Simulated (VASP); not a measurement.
Write the native input for VASP 6.6.1 that does the following.

- Task: single point
- Functional: PBE
- Dispersion: D3(BJ)
- Potentials or basis: VASP PAW PBE potentials, release 64 (H, C)
- Cutoff: 520 eV
- k mesh: 2 × 2 × 1
- Occupations: fermi-dirac, width 0.05 eV
- Spin: no spin polarisation
- Dipole correction: no
- Further INCAR settings: LREAL = Auto; ALGO = Normal; EDIFF = 1e-07; NBANDS = 68

The structure of H3C5 lies in POSCAR:

```
H3C5
1.0
    5.0487420000      0.0000000000      0.0000000000
    0.0000000000      5.0487420000      0.0000000000
    0.0000000000      0.0000000000     18.1355610000
H C
12 20
Direct
    0.4277897346      0.0000000000      0.0551402849
    0.0722160095      0.0000000000      0.0551402849
    0.9277954786      0.0000000000      0.0551402849
    0.5722217535      0.0000000000      0.0551402849
    0.4277897346      0.5000057440      0.0551402849
    0.0722160095      0.5000057440      0.0551402849
    0.9277954786      0.5000057440      0.0551402849
    0.5722217535      0.5000057440      0.0551402849
    0.7662304788     -0.0712454707      0.3369071406
    0.2854374416      0.5202880242      0.3340784440
    0.9682610044      0.3635559116      0.3560904457
    0.6510730792      0.4821399073      0.3270204875
    0.2500028720      0.0000000000      0.0901378237
    0.7500086160      0.0000000000      0.0901378237
    0.2500028720      0.5000057440      0.0901378237
    0.7500086160      0.5000057440      0.0901378237
    0.2500028720      0.2500028720      0.1393505279
    0.7500086160      0.2500028720      0.1393505279
    0.2500028720      0.7500086160      0.1393505279
    0.7500086160      0.7500086160      0.1393505279
    0.0038821552      0.2391684899      0.1872839776
    0.5208228109      0.2678489018      0.1852493011
    0.0129933358      0.7397684413      0.1954226836
    0.5098299735      0.7516723968      0.1916124900
    0.0163803181      0.0094478981      0.2409851010
    0.5100676565      0.0122802869      0.2375608893
    0.0087744630      0.4677600876      0.2409961291
    0.4807336164      0.4928356410      0.2297530250
    0.2735731000      0.0912702610      0.2776147923
    0.7686073085      0.0729092515      0.2867570515
    0.2709387804      0.4100823532      0.2791476922
    0.8241855100      0.3676163290      0.3087966234
```

One way to write it, as run:

INCAR

```
SYSTEM = H3C5
  ALGO = Normal
  EDIFF = 1E-7
  ENCUT = 520
  GGA = PE
  ISIF = 2
  ISMEAR = -1
  IVDW = 12
  LASPH = .TRUE.
  LCHARG = .TRUE.
  LELF = .TRUE.
  LREAL = Auto
  LVHAR = .TRUE.
  LWAVE = .FALSE.
  NBANDS = 68
  NELM = 100
  PREC = Accurate
  SIGMA = 0.05
```

KPOINTS

```
k-points
0
G
  2 2 1
  0 0 0
```

Potentials or basis: VASP PAW PBE potentials, release 64 (H, C).

Launch:

```bash
$ cat potpaw_PBE.64/H/POTCAR potpaw_PBE.64/C/POTCAR > POTCAR
$ mpirun -np 1 vasp_std > vasp.out
```

Results of the run:

- Largest force: 8.870 eV/Å
- Band gap on the k mesh: 0.18 eV
- Dispersion energy per atom: -0.104 eV

Caveat: the k points lie up to 0.62 Å⁻¹ apart.

Wall time 10 min on 1 thread of Intel Xeon 8259CL, with other jobs on the host, peak memory 0.53 GiB.
